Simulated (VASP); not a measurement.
# KF (Fmmm) in VASP: a series of runs

Runs on KF. Level: LDA. Tasks: single point.

All numbers are computed with VASP 6.6.1; they aren't measurements. Logs are shortened: lines on timing, memory, paths and dates and some standing lists are left out, and cuts for length are marked.

## 1. The cell of the first run

It takes space group Fmmm (No. 69, orthorhombic). The conventional cell has a = 4.389 Å, b = 4.983 Å, c = 5.163 Å, α = 90.00°, β = 90.00°, γ = 90.00°. Within 2.9 Å of K (site symmetry mmm) lie 6 F at 2.19 to 2.58 Å. F (site symmetry mmm) has 6 K at 2.19 to 2.58 Å within 2.9 Å.

## 2. Single point, LDA (normal strain along x -0.0350, normal strain along z -0.1500)

The input, INCAR:

```
PREC = Accurate
ENCUT = 520
EDIFF = 1E-7
ISMEAR = 0
SIGMA = 0.05
LREAL = False
LASPH = True
NELM = 100
ALGO = Normal
ISIF = 2
LWAVE = False
LCHARG = False
GGA = CA
NBANDS = 15
```

The input, KPOINTS:

```
regular mesh
0
Gamma
  8 8 8
```

The input, POSCAR:

```
KF
1.0
    0.0000000000      2.5817196783      2.1944617266
    2.4913594896      0.0000000000      2.1944617266
    2.4913594896      2.5817196783      0.0000000000
K F
1 1
Direct
    0.0000000000      0.0000000000      0.0000000000
    0.5000000000      0.5000000000      0.5000000000
```

Potentials or basis: VASP PAW LDA potentials, release 64 (K_sv, F).

Run with:

```bash
$ cat potpaw_LDA.64/K_sv/POTCAR potpaw_LDA.64/F/POTCAR > POTCAR
$ mpirun -np 1 vasp_std > vasp.out
```

OUTCAR:

```text
PREC = Accurate
   ENCUT = 520
   EDIFF = 1E-7
   ISMEAR = 0
   LREAL = False
   LASPH = True
   NELM = 100
   ISIF = 2
   GGA = CA

 ion  position               nearest neighbor table
   1  0.000  0.000  0.000-   2 2.19   2 2.19   2 2.49   2 2.49   2 2.58   2 2.58
   2  0.500  0.500  0.500-   1 2.19   1 2.19   1 2.49   1 2.49   1 2.58   1 2.58

  LATTYP: Found a face centered orthorhombic cell.
 ALAT       =     4.3889234532
 B/A-ratio  =     1.1352941176
 C/A-ratio  =     1.1764705882

  Lattice vectors:

 A1 = (   2.4913594896,   2.5817196783,   0.0000000000)
 A2 = (   0.0000000000,   2.5817196783,   2.1944617266)
 A3 = (   2.4913594896,   0.0000000000,   2.1944617266)

Analysis of symmetry for initial positions (statically):
=====================================================================
 Subroutine PRICEL returns:
 Original cell was already a primitive cell.

 Routine SETGRP: Setting up the symmetry group for a
 face centered orthorhombic supercell.

 Subroutine GETGRP returns: Found  8 space group operations
 (whereof  8 operations were pure point group operations)
 out of a pool of  8 trial point group operations.

The static configuration has the point symmetry D_2h.

Analysis of symmetry for dynamics (positions and initial velocities):
=====================================================================
 Subroutine PRICEL returns:
 Original cell was already a primitive cell.

 Routine SETGRP: Setting up the symmetry group for a
 face centered orthorhombic supercell.

 Subroutine GETGRP returns: Found  8 space group operations
 (whereof  8 operations were pure point group operations)
 out of a pool of  8 trial point group operations.

The dynamic configuration has the point symmetry D_2h.

 Subroutine INISYM returns: Found  8 space group operations
 (whereof  8 operations are pure point group operations),
 and found     1 'primitive' translations

----------------------------------------------------------------------------------------

                                     Primitive cell

  volume of cell :      28.2295

  direct lattice vectors                    reciprocal lattice vectors
     0.000000000  2.581719678  2.194461727    -0.200693638  0.193669361  0.227846307
     2.491359490  0.000000000  2.194461727     0.200693638 -0.193669361  0.227846307
     2.491359490  2.581719678  0.000000000     0.200693638  0.193669361 -0.227846307

  length of vectors
     3.388353401  3.320020237  3.587777669     0.360138442  0.360138442  0.360138442

  position of ions in fractional coordinates (direct lattice)
     0.000000000  0.000000000  0.000000000
     0.500000000  0.500000000  0.500000000

  ion indices of the primitive-cell ions
   primitive index   ion index
                 1           1
                 2           2

----------------------------------------------------------------------------------------

 KPOINTS: regular mesh

Automatic generation of k-mesh.
 Grid dimensions read from file:
 generate k-points for:    8    8    8

 Generating k-lattice:

  Cartesian coordinates                     Fractional coordinates (reciprocal lattice)
    -0.025086705  0.024208670  0.028480788     0.125000000  0.000000000 -0.000000000
     0.025086705 -0.024208670  0.028480788     0.000000000  0.125000000  0.000000000
     0.025086705  0.024208670 -0.028480788    -0.000000000  0.000000000  0.125000000

  Length of vectors
     0.045017305  0.045017305  0.045017305

  Shift w.r.t. Gamma in fractional coordinates (k-lattice)
     0.000000000  0.000000000  0.000000000

 Subroutine IBZKPT returns following result:
 ===========================================

 Found     95 irreducible k-points:

 Following reciprocal coordinates:
            Coordinates               Weight
  0.000000  0.000000  0.000000      1.000000
  0.125000 -0.000000  0.000000      8.000000
  0.250000 -0.000000  0.000000      8.000000
  0.375000 -0.000000  0.000000      8.000000
  0.500000 -0.000000  0.000000      4.000000
  0.125000  0.125000  0.000000      2.000000
[... 16 lines left out ...]
  0.250000  0.000000  0.125000      8.000000
  0.375000 -0.000000  0.125000      8.000000
 [... further k-points ...]
   k-points           NKPTS =     95   k-points in BZ     NKDIM =     95   number of bands    NBANDS=     15
   number of dos      NEDOS =    301   number of ions     NIONS =      2
   total plane-waves  NPLWV =  21952
   dimension x,y,z NGX =    28 NGY =   28 NGZ =   28
   dimension x,y,z NGXF=    56 NGYF=   56 NGZF=   56
   ions per type =               1   1
   NGX,Y,Z   is equivalent  to a cutoff of  13.74, 14.02, 12.97 a.u.
   NGXF,Y,Z  is equivalent  to a cutoff of  27.48, 28.04, 25.95 a.u.
 SYSTEM =  unknown system
   PREC   = accura    normal or accurate (medium, high low for compatibility)
   ISTART =      0    job   : 0-new  1-cont  2-samecut
   ICHARG =      2    charge: 1-file 2-atom 10-const
   ISPIN  =      1    spin polarized calculation?
   LNONCOLLINEAR =      F non collinear calculations
   LSORBIT =      F    spin-orbit coupling
   LASPH  =      T    aspherical Exc in radial PAW
   ENCUT  =  520.0 eV  38.22 Ry    6.18 a.u.   6.30  6.17  6.67*2*pi/ulx,y,z
   NELM   =    100;   NELMIN=  2; NELMDL= -5     # of ELM steps
   EDIFF  = 0.1E-06   stopping-criterion for ELM
   LREAL  =      F    real-space projection
   EDIFFG = 0.1E-05   stopping-criterion for IOM
   NSW    =      0    number of steps for IOM
   IBRION =     -1    ionic relax: 0-MD 1-quasi-New 2-CG
   NFREE  =      0    steps in history (QN), initial steepest desc. (CG)
   ISIF   =      2    stress and relaxation
   ISYM   =      2    0-nonsym 1-usesym 2-fastsym
   POTIM  = 0.5000    time-step for ionic-motion
   TEBEG  =    0.0;   TEEND  =   0.0 temperature during run
   PSTRESS=    0.0 pullay stress
   NELECT =      16.0000    total number of electrons
   NUPDOWN=      -1.0000    fix difference up-down
   EMIN   =  10.00;   EMAX   =-10.00  energy-range for DOS
   EFERMI =   0.00;   METHOD = LEGACY
   ISMEAR =     0;   SIGMA  =   0.05  broadening in eV -4-tet -1-fermi 0-gaus
   EFERMI_NEDOS =   21; number of points for ismear=-14 and -15
   IALGO  =     38    algorithm
   IMIX   =      4    mixing-type and parameters
     AMIX     =   0.40;   BMIX     =  1.00
     AMIX_MAG =   1.60;   BMIX_MAG =  1.00
  volume/ion in A,a.u.               =      14.11        95.25
  Fermi-wavevector in a.u.,A,eV,Ry     =   1.354816  2.560231 24.973854  1.835526
  Thomas-Fermi vector in A             =   2.481956
   LORBIT       =      0    0 simple, 1 ext, 2 COOP (PROOUT), +10 PAW based schemes
   GGA     = CA    functional components
   LHFCALC =     F    Hartree Fock is set to
   AEXX    =    0.0000 exact exchange contribution
   IVDW    =     0    specifies the selected vdW correction
   LEPSILON=     F    determine dielectric tensor
   LRPA    =     F    only Hartree local field effects (RPA)
 non-spin polarized calculation
 Gauss-broadening in eV      SIGMA  =   0.05
  energy-cutoff  :      520.00
  volume of cell :       28.23
 maximum number of plane-waves:       770
 NGX is ok and might be reduce to    28
   NGX = 13   NGY = 13   NGZ = 13

 number of electron      16.0000004 magnetization

 Free energy of the ion-electron system (eV)
  ---------------------------------------------------
  ext. energy  EPLUGINS =         0.00000000
  ---------------------------------------------------
  free energy    TOTEN  =        -8.50044977 eV

  energy without entropy =       -8.50044977  energy(sigma->0) =       -8.50044977

 E-fermi :  -0.8688     XC(G=0): -10.5637

 val. band max:       -1.1983839217   @ k =   0.5000   0.5000   0.0000
 cond. band min:       5.1462711235   @ k =   0.0000   0.0000   0.0000
 fundamental gap:      6.3446550452
 Fermi energy:        -0.8688130476

 k-point     1 :       0.0000    0.0000    0.0000
  band No.  band energies     occupation
      1     -27.2310      2.00000
      2     -20.4517      2.00000
      3     -10.5687      2.00000
      4     -10.1547      2.00000
      5     -10.1363      2.00000
      6      -2.4130      2.00000
      7      -2.3230      2.00000
      8      -1.4276      2.00000
      9       5.1463      0.00000
     10       8.6794      0.00000
     11       8.9899      0.00000
     12       9.9496      0.00000
     13      10.3848      0.00000
     14      12.7521      0.00000
     15      16.3227      0.00000

 k-point     2 :       0.1250   -0.0000    0.0000
  band No.  band energies     occupation
      1     -27.1682      2.00000
      2     -20.5416      2.00000
      3     -10.4999      2.00000
      4     -10.2206      2.00000
      5     -10.1773      2.00000
      6      -2.5431      2.00000
      7      -2.4437      2.00000
      8      -1.6904      2.00000
      9       5.6873      0.00000
     10       8.7568      0.00000
     11       9.1914      0.00000
     12       9.9480      0.00000
     13      10.6658      0.00000
     14      13.0585      0.00000
     15      17.3887      0.00000

 k-point     3 :       0.2500   -0.0000    0.0000
  band No.  band energies     occupation
      1     -27.0096      2.00000
      2     -20.7651      2.00000
      3     -10.4593      2.00000
      4     -10.2730      2.00000
      5     -10.2419      2.00000
      6      -2.8956      2.00000
      7      -2.6683      2.00000
      8      -2.2675      2.00000
      9       6.9246      0.00000
     10       8.6820      0.00000
     11       9.9348      0.00000
     12      10.5391      0.00000
     13      11.5350      0.00000
     14      13.8038      0.00000
     15      18.9979      0.00000
[... 343 lines left out ...]
 k-point    23 :       0.2500    0.0000    0.1250
  band No.  band energies     occupation
      1     -27.0649      2.00000
      2     -20.6185      2.00000
      3     -10.6435      2.00000
      4     -10.4506      2.00000
      5     -10.2487      2.00000
      6      -2.8994      2.00000
      7      -2.4557      2.00000
      8      -1.6610      2.00000
      9       6.9063      0.00000
     10       7.9375      0.00000
     11      10.1637      0.00000
     12      10.8479      0.00000
     13      11.1985      0.00000
     14      13.2111      0.00000
     15      19.0181      0.00000

 k-point    24 :       0.3750   -0.0000    0.1250
  band No.  band energies     occupation
      1     -26.9012      2.00000
      2     -20.8404      2.00000
      3     -10.7082      2.00000
      4     -10.4341      2.00000
      5     -10.3342      2.00000
      6      -3.0565      2.00000
      7      -2.7049      2.00000
      8      -2.2249      2.00000
      9       7.7357      0.00000
     10       8.6628      0.00000
     11      10.6438      0.00000
     12      11.5802      0.00000
     13      12.4436      0.00000
     14      13.9676      0.00000
     15      18.2901      0.00000

 [... further k-points ...]
[... 5 lines left out ...]
  --------------------------------------------------------------------------------------
  -------------------------------------------------------------------------------------
  Total        1.7276263      0.8335998      8.3428545      0.0000000      0.0000000     -0.0000000
  in kB       98.0520974     47.3112797    473.5019407      0.0000000      0.0000000     -0.0000000
  external PRESSURE =     206.2884393 kB  Pullay stress =       0.0000000 kB

 VOLUME and BASIS-vectors are now :
 -----------------------------------------------------------------------------
  energy-cutoff  :      520.00
  volume of cell :       28.23
      direct lattice vectors                 reciprocal lattice vectors
     0.000000000  2.581719678  2.194461727    -0.200693638  0.193669361  0.227846307
     2.491359490  0.000000000  2.194461727     0.200693638 -0.193669361  0.227846307
     2.491359490  2.581719678  0.000000000     0.200693638  0.193669361 -0.227846307

 POSITION                                       TOTAL-FORCE (eV/Angst)
 -----------------------------------------------------------------------------------
      0.00000      0.00000      0.00000         0.000000      0.000000      0.000000
      2.49136      2.58172      2.19446         0.000000      0.000000      0.000000
 -----------------------------------------------------------------------------------
    total drift:                                0.000000      0.000000      0.000000

  FREE ENERGIE OF THE ION-ELECTRON SYSTEM (eV)
  ---------------------------------------------------
  free  energy   TOTEN  =        -8.5004497675 eV

  energy  without entropy=       -8.5004497675  energy(sigma->0) =       -8.50044977
```

It took 83 s on 1 thread of Intel Xeon 8259CL, shared host; peak memory 0.17 GiB.

What came out:

```yaml
Free_energy: -8.5004 eV
Pressure: 20.6 GPa
Band_gap_on_the_k_mesh: 6.34 eV (least direct gap 6.56 eV)
```

Caveat: the cell differs from its parent crystal (normal strain along x -0.0350, normal strain along z -0.1500); the stress differs along the axes, from 5 to 47 GPa. A k mesh can miss the band edges.

(Continued in part 2 of 2.)
